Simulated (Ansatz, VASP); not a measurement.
# Ge: VASP beside Ansatz

File INCAR:

```
SYSTEM = Ge
PREC = Accurate
ENCUT = 600
EDIFF = 1E-6
ISMEAR = 0
SIGMA = 0.1
LREAL = .False.
LASPH = .True.
NELM = 80
ALGO = Fast
ISIF = 3
LWAVE = .False.
LCHARG = .False.
GGA = PS
IBRION = 2
NSW = 80
EDIFFG = -0.01
```

KPOINTS

```
Automatic mesh
0
Gamma
  12 12 14
  0 0 0
```

The input POSCAR:

```
Ge
1.0
    4.7530904739      0.0000000000      0.0000000000
   -2.3765452369      4.1162970969      0.0000000000
    0.0000000000      0.0000000000      2.8124009862
Ge
3
Direct
    0.0000000000      0.0000000000      0.0000000000
    0.3333333333      0.6666666667      0.5000000000
    0.6666666667      0.3333333333      0.5000000000
```

Input for Ansatz:

```yaml
crystal:
  lattice:
    - [4.7530904739, 0.0, 0.0]
    - [-2.3765452369, 4.1162970969, 0.0]
    - [0.0, 0.0, 2.8124009862]
  atoms:
    - { symbol: Ge, position: [0.0, 0.0, 0.0] }
    - { symbol: Ge, position: [0.3333333333, 0.6666666667, 0.5] }
    - { symbol: Ge, position: [0.6666666667, 0.3333333333, 0.5] }
basis:
  ecutwfc: 420
kpoints:
  mp_grid: { grid: [12, 12, 14] }
hamiltonian:
  xc: pbesol
scf:
  occupations: { method: gaussian, width: 0.1 }
output:
  forces: true
  stress: true
  eigenvalues: true
  write_density: true
  write_potential: true
  elf: true
  volumetric_format: npy
relax:
  adjacent_minimum: "off"
  f_tol: 0.01
  max_steps: 60
  cell: { stress_tol: 0.1 }
```

Alike in both runs: task relaxation of cell and atoms; functional PBEsol; k mesh 12 × 12 × 14; occupations gaussian, width 0.1 eV; no spin polarisation.

|  | VASP | Ansatz |
| --- | --- | --- |
| version | VASP 6.6.1 | Ansatz 0.2.0 |
| potentials or method | VASP PAW PBE potentials, release 64 (Ge_d), cutoff 600 eV | scalar-relativistic, plane waves, PAW |
| valence electrons in the cell | 42 | 42 |

```tsv
	VASP	Ansatz	Ansatz less VASP
gap on the k mesh at the Fermi level, each at its own relaxed structure (eV)	none	none	-
relaxed volume (Å³/atom)	18.32	18.30	-0.025
relaxed cell length with the largest relative difference (Å)	2.849	2.846	-0.0030
```

VASP's potentials were made for PBE, not for PBEsol. A gap of «none» marks a metal or a gap that the smearing closes.
